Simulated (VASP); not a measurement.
# C in VASP: single point with PBE+D3(BJ)

Aim: the single point of C with PBE+D3(BJ).

All numbers are computed with VASP 6.6.1; they aren't measurements. Logs are shortened: lines on timing, memory, paths and dates and some standing lists are left out, and cuts for length are marked.

### Step 1. The cell of the first run

The cell holds a slab with vacuum, 4 atoms: a = 2.466 Å, b = 2.466 Å, c = 17.500 Å, α = 90.00°, β = 90.00°, γ = 120.00°.

### Step 2. Single point, PBE+D3(BJ)

INCAR reads:

```
SYSTEM = C
PREC = Accurate ; ENCUT = 520
EDIFF = 1E-7 ; ISMEAR = 0
SIGMA = 0.1 ; LREAL = .False.
LASPH = .True. ; NELM = 60
ALGO = Normal ; ISIF = 2
LWAVE = .False. ; LCHARG = .False.
LDIPOL = .True. ; IDIPOL = 3
DIPOL = 0.5 0.5 0.360 ; GGA = PE
IVDW = 12 ; NBANDS = 16
```

KPOINTS reads:

```
regular mesh
0
Gamma
  15 15 1
  0 0 0
```

POSCAR reads:

```
C
1.0
    2.4656524409      0.0000000000      0.0000000000
   -1.2328262205      2.1353176507      0.0000000000
    0.0000000000      0.0000000000     17.5000663885
C
4
Direct
    0.6666666667      0.3333333333      0.2571437784
    0.3333333333      0.6666666667      0.2571418816
    0.6666666667      0.3333333333      0.4634306070
    0.3333333333      0.6666666667      0.4634287102
```

Potentials or basis: VASP PAW PBE potentials, release 64 (C).

Launch:

```console
> cat potpaw_PBE.64/C/POTCAR > POTCAR
> mpirun -np 1 vasp_std > vasp.out
```

OUTCAR:

```text
SYSTEM = C
   PREC = Accurate
   ENCUT = 520
   EDIFF = 1E-7
   ISMEAR = 0
   LREAL = .False.
   LASPH = .True.
   NELM = 60
   ISIF = 2
   GGA = PE
   IVDW = 12
 IVDW          = 12

 ion  position               nearest neighbor table
   1  0.667  0.333  0.257-   2 1.42   2 1.42   2 1.42
   2  0.333  0.667  0.257-   1 1.42   1 1.42   1 1.42
   3  0.667  0.333  0.463-   4 1.42   4 1.42   4 1.42
   4  0.333  0.667  0.463-   3 1.42   3 1.42   3 1.42

  LATTYP: Found a hexagonal cell.
 ALAT       =     2.4656524409
 C/A-ratio  =     7.0975398228

  Lattice vectors:

 A1 = (   2.4656524409,   0.0000000000,   0.0000000000)
 A2 = (  -1.2328262205,   2.1353176507,   0.0000000000)
 A3 = (   0.0000000000,   0.0000000000,  17.5000663885)

Analysis of symmetry for initial positions (statically):
=====================================================================
 Subroutine PRICEL returns:
 Original cell was already a primitive cell.

 Routine SETGRP: Setting up the symmetry group for a
 hexagonal supercell.

 Subroutine GETGRP returns: Found 24 space group operations
 (whereof 12 operations were pure point group operations)
 out of a pool of 24 trial point group operations.

The static configuration has the point symmetry C_6v.
 The point group associated with its full space group is D_6h.

Analysis of symmetry for dynamics (positions and initial velocities):
=====================================================================
 Subroutine PRICEL returns:
 Original cell was already a primitive cell.

 Routine SETGRP: Setting up the symmetry group for a
 hexagonal supercell.

 Subroutine GETGRP returns: Found 24 space group operations
 (whereof 12 operations were pure point group operations)
 out of a pool of 24 trial point group operations.

The dynamic configuration has the point symmetry C_6v.
 The point group associated with its full space group is D_6h.

 Subroutine INISYM returns: Found 24 space group operations
 (whereof 12 operations are pure point group operations),
 and found     1 'primitive' translations

----------------------------------------------------------------------------------------

                                     Primitive cell

  volume of cell :      92.1370

  direct lattice vectors                    reciprocal lattice vectors
     2.465652441  0.000000000  0.000000000     0.405572166  0.234157199  0.000000000
    -1.232826221  2.135317651  0.000000000     0.000000000  0.468314398  0.000000000
     0.000000000  0.000000000 17.500066388     0.000000000  0.000000000  0.057142640

  length of vectors
     2.465652441  2.465652441 17.500066388     0.468314398  0.468314398  0.057142640

  position of ions in fractional coordinates (direct lattice)
     0.666666667  0.333333333  0.257143778
     0.333333333  0.666666667  0.257141882
     0.666666667  0.333333333  0.463430607
     0.333333333  0.666666667  0.463428710

  ion indices of the primitive-cell ions
   primitive index   ion index
                 1           1
                 2           2
                 3           3
                 4           4

----------------------------------------------------------------------------------------

 KPOINTS: regular mesh

Automatic generation of k-mesh.
 Grid dimensions read from file:
 generate k-points for:   15   15    1

 Generating k-lattice:

  Cartesian coordinates                     Fractional coordinates (reciprocal lattice)
     0.027038144  0.015610480  0.000000000     0.066666667  0.000000000  0.000000000
     0.000000000  0.031220960  0.000000000     0.000000000  0.066666667  0.000000000
     0.000000000  0.000000000  0.057142640     0.000000000  0.000000000  1.000000000

  Length of vectors
     0.031220960  0.031220960  0.057142640

  Shift w.r.t. Gamma in fractional coordinates (k-lattice)
     0.000000000  0.000000000  0.000000000

 Subroutine IBZKPT returns following result:
 ===========================================

 Found     27 irreducible k-points:

 Following reciprocal coordinates:
            Coordinates               Weight
  0.000000  0.000000  0.000000      1.000000
  0.066667  0.000000  0.000000      6.000000
  0.133333  0.000000  0.000000      6.000000
  0.200000  0.000000  0.000000      6.000000
  0.266667  0.000000  0.000000      6.000000
  0.333333  0.000000  0.000000      6.000000
[... 16 lines left out ...]
  0.333333  0.200000  0.000000     12.000000
  0.400000  0.200000  0.000000      6.000000
 [... further k-points ...]
   k-points           NKPTS =     27   k-points in BZ     NKDIM =     27   number of bands    NBANDS=     16
   number of dos      NEDOS =    301   number of ions     NIONS =      4
   total plane-waves  NPLWV =  45360
   dimension x,y,z NGX =    18 NGY =   18 NGZ =  140
   dimension x,y,z NGXF=    36 NGYF=   36 NGZF=  280
   ions per type =               4
   NGX,Y,Z   is equivalent  to a cutoff of  12.14, 12.14, 13.30 a.u.
   NGXF,Y,Z  is equivalent  to a cutoff of  24.27, 24.27, 26.60 a.u.
 SYSTEM =  C
   PREC   = accura    normal or accurate (medium, high low for compatibility)
   ISTART =      0    job   : 0-new  1-cont  2-samecut
   ICHARG =      2    charge: 1-file 2-atom 10-const
   ISPIN  =      1    spin polarized calculation?
   LNONCOLLINEAR =      F non collinear calculations
   LSORBIT =      F    spin-orbit coupling
   LASPH  =      T    aspherical Exc in radial PAW
   ENCUT  =  520.0 eV  38.22 Ry    6.18 a.u.   4.58  4.58 32.54*2*pi/ulx,y,z
   NELM   =     60;   NELMIN=  2; NELMDL= -5     # of ELM steps
   EDIFF  = 0.1E-06   stopping-criterion for ELM
   LREAL  =      F    real-space projection
   EDIFFG = 0.1E-05   stopping-criterion for IOM
   NSW    =      0    number of steps for IOM
   IBRION =     -1    ionic relax: 0-MD 1-quasi-New 2-CG
   NFREE  =      0    steps in history (QN), initial steepest desc. (CG)
   ISIF   =      2    stress and relaxation
   ISYM   =      2    0-nonsym 1-usesym 2-fastsym
   POTIM  = 0.5000    time-step for ionic-motion
   TEBEG  =    0.0;   TEEND  =   0.0 temperature during run
   PSTRESS=    0.0 pullay stress
   NELECT =      16.0000    total number of electrons
   NUPDOWN=      -1.0000    fix difference up-down
   EMIN   =  10.00;   EMAX   =-10.00  energy-range for DOS
   EFERMI =   0.00;   METHOD = LEGACY
   ISMEAR =     0;   SIGMA  =   0.10  broadening in eV -4-tet -1-fermi 0-gaus
   EFERMI_NEDOS =   21; number of points for ismear=-14 and -15
   IALGO  =     38    algorithm
   IMIX   =      4    mixing-type and parameters
     AMIX     =   0.40;   BMIX     =  1.00
     AMIX_MAG =   1.60;   BMIX_MAG =  1.00
  volume/ion in A,a.u.               =      23.03       155.44
  Fermi-wavevector in a.u.,A,eV,Ry     =   0.913349  1.725980 11.350070  0.834207
  Thomas-Fermi vector in A             =   2.037850
   LORBIT       =      0    0 simple, 1 ext, 2 COOP (PROOUT), +10 PAW based schemes
   GGA     = PE    functional components
   LHFCALC =     F    Hartree Fock is set to
   AEXX    =    0.0000 exact exchange contribution
   IVDW    =    12    specifies the selected vdW correction
   LEPSILON=     F    determine dielectric tensor
   LRPA    =     F    only Hartree local field effects (RPA)
 non-spin polarized calculation
 Gauss-broadening in eV      SIGMA  =   0.10
  energy-cutoff  :      520.00
  volume of cell :       92.14
 maximum number of plane-waves:      2516
   NGX =  9   NGY =  9   NGZ = 65

 dipolmoment           0.000000      0.000000      0.000180 electrons x Angstroem

 number of electron      15.9999997 magnetization

 dipolmoment           0.000000      0.000000     -0.000129 electrons x Angstroem

 Free energy of the ion-electron system (eV)
  ---------------------------------------------------
  ext. energy  EPLUGINS =         0.00000000
  ---------------------------------------------------
  free energy    TOTEN  =       -36.88288910 eV

  energy without entropy =      -36.88286953  energy(sigma->0) =      -36.88287932

 E-fermi :  -0.8212     XC(G=0):  -4.4769

 val. band max:       -1.0363607688   @ k =   0.3333   0.3333   0.0000
 cond. band min:      -0.6060132359   @ k =   0.3333   0.3333   0.0000
 fundamental gap:      0.4303475329
 Fermi energy:        -0.8211870155

 k-point     1 :       0.0000    0.0000    0.0000
  band No.  band energies     occupation
      1     -20.3852      2.00000
      2     -20.3015      2.00000
      3      -8.7689      2.00000
      4      -8.1024      2.00000
      5      -3.8651      2.00000
      6      -3.8651      2.00000
[... 8 lines left out ...]
     15       7.4790      0.00000
     16       7.5058      0.00000

 k-point     2 :       0.0667    0.0000    0.0000
  band No.  band energies     occupation
      1     -20.2799      2.00000
      2     -20.1967      2.00000
      3      -8.6422      2.00000
      4      -7.9785      2.00000
      5      -4.2905      2.00000
      6      -4.2799      2.00000
[... 8 lines left out ...]
     15       7.5576      0.00000
     16       7.9300      0.00000

 k-point     3 :       0.1333    0.0000    0.0000
  band No.  band energies     occupation
      1     -19.9645      2.00000
      2     -19.8831      2.00000
      3      -8.2642      2.00000
      4      -7.6088      2.00000
      5      -5.4207      2.00000
      6      -5.4051      2.00000
[... 8 lines left out ...]
     15       7.5811      0.00000
     16       8.8483      0.00000

 k-point     4 :       0.2000    0.0000    0.0000
  band No.  band energies     occupation
      1     -19.4415      2.00000
      2     -19.3629      2.00000
      3      -7.6414      2.00000
      4      -7.0011      2.00000
      5      -6.9706      2.00000
      6      -6.9481      2.00000
[... 8 lines left out ...]
     15       7.4616      0.00000
     16       7.6414      0.00000

 k-point     5 :       0.2667    0.0000    0.0000
  band No.  band energies     occupation
      1     -18.7151      2.00000
      2     -18.6402      2.00000
      3      -8.7051      2.00000
      4      -8.6759      2.00000
      5      -6.7883      2.00000
      6      -6.1700      2.00000
[... 8 lines left out ...]
     15       7.1751      0.00000
     16       7.6947      0.00000

 k-point     6 :       0.3333    0.0000    0.0000
  band No.  band energies     occupation
      1     -17.7931      2.00000
      2     -17.7227      2.00000
      3     -10.4720      2.00000
      4     -10.4356      2.00000
      5      -6.6105      2.00000
      6      -6.5977      2.00000
[... 8 lines left out ...]
     15       7.4939      0.00000
     16       8.8348      0.00000
[... 267 lines left out ...]
 k-point    21 :       0.2000    0.2000    0.0000
  band No.  band energies     occupation
      1     -17.5920      2.00000
      2     -17.5226      2.00000
      3      -9.7788      2.00000
      4      -9.7464      2.00000
      5      -8.2982      2.00000
      6      -8.2739      2.00000
[... 8 lines left out ...]
     15       9.5395      0.00000
     16       9.9321      0.00000

 k-point    22 :       0.2667    0.2000    0.0000
  band No.  band energies     occupation
      1     -16.5945      2.00000
      2     -16.5300      2.00000
      3     -11.0632      2.00000
      4     -11.0251      2.00000
      5      -9.1181      2.00000
      6      -9.0908      2.00000
[... 8 lines left out ...]
     15      10.1128      0.00000
     16      10.2912      0.00000

 k-point    23 :       0.3333    0.2000    0.0000
  band No.  band energies     occupation
      1     -15.4487      2.00000
      2     -15.3893      2.00000
      3     -12.4893      2.00000
      4     -12.4450      2.00000
      5      -9.5450      2.00000
      6      -9.5166      2.00000
[... 8 lines left out ...]
     15      10.1623      0.00000
     16      11.0448      0.00000

 k-point    24 :       0.4000    0.2000    0.0000
  band No.  band energies     occupation
      1     -14.5205      2.00000
      2     -14.4641      2.00000
      3     -13.5269      2.00000
      4     -13.4792      2.00000
      5      -9.6779      2.00000
      6      -9.6491      2.00000
[... 8 lines left out ...]
     15      10.9408      0.00000
     16      11.2420      0.00000

 [... further k-points ...]

------------------------ aborting loop because EDIFF is reached ----------------------------------------

 vacuum level on the upper side and lower side of the slab       (xc-potential included)        -0.049        -0.045

 Edisp (eV)   -0.45599

 E8    (eV) :    -0.1354

  FORCE on cell =-STRESS in cart. coord.  units (eV):
  Direction    XX          YY          ZZ          XY          YZ          ZX
  --------------------------------------------------------------------------------------
  -------------------------------------------------------------------------------------
  Total       0.11548     0.11548    -0.06153    -0.00000     0.00000     0.00000
  in kB       2.00809     2.00809    -1.07003    -0.00000     0.00000     0.00000
  external pressure =        0.98 kB  Pullay stress =        0.00 kB

 VOLUME and BASIS-vectors are now :
 -----------------------------------------------------------------------------
  energy-cutoff  :      520.00
  volume of cell :       92.14
      direct lattice vectors                 reciprocal lattice vectors
     2.465652441  0.000000000  0.000000000     0.405572166  0.234157199  0.000000000
    -1.232826221  2.135317651  0.000000000     0.000000000  0.468314398  0.000000000
     0.000000000  0.000000000 17.500066388     0.000000000  0.000000000  0.057142640

 POSITION                                       TOTAL-FORCE (eV/Angst)
 -----------------------------------------------------------------------------------
      1.23283      0.71177      4.50003        -0.000000      0.000000      0.004950
     -0.00000      1.42355      4.50000        -0.000000     -0.000000      0.004950
      1.23283      0.71177      8.11007         0.000000      0.000000     -0.004950
     -0.00000      1.42355      8.11003         0.000000      0.000000     -0.004950
 -----------------------------------------------------------------------------------
    total drift:                               -0.000000     -0.000000     -0.029634

  FREE ENERGIE OF THE ION-ELECTRON SYSTEM (eV)
  ---------------------------------------------------
  free  energy   TOTEN  =       -37.3388811715 eV

  energy  without entropy=      -37.3388616029  energy(sigma->0) =      -37.33887139

 vacuum level on the upper side and lower side of the slab         3.396         3.401
```

It took 1.8 min on 1 thread of AMD EPYC 7R13, shared host; peak memory 0.18 GiB.

Results:

* Free energy: -37.3389 eV
* Largest force: 0.005 eV/Å
* Band gap on the k mesh: 0.43 eV, direct
* Dispersion energy per atom: -0.114 eV

Forces in eV/Å, atoms in the order of the input:
```
C    0.000  0.000  0.005
C    0.000  0.000  0.005
C    0.000  0.000 -0.005
C    0.000  0.000 -0.005
```
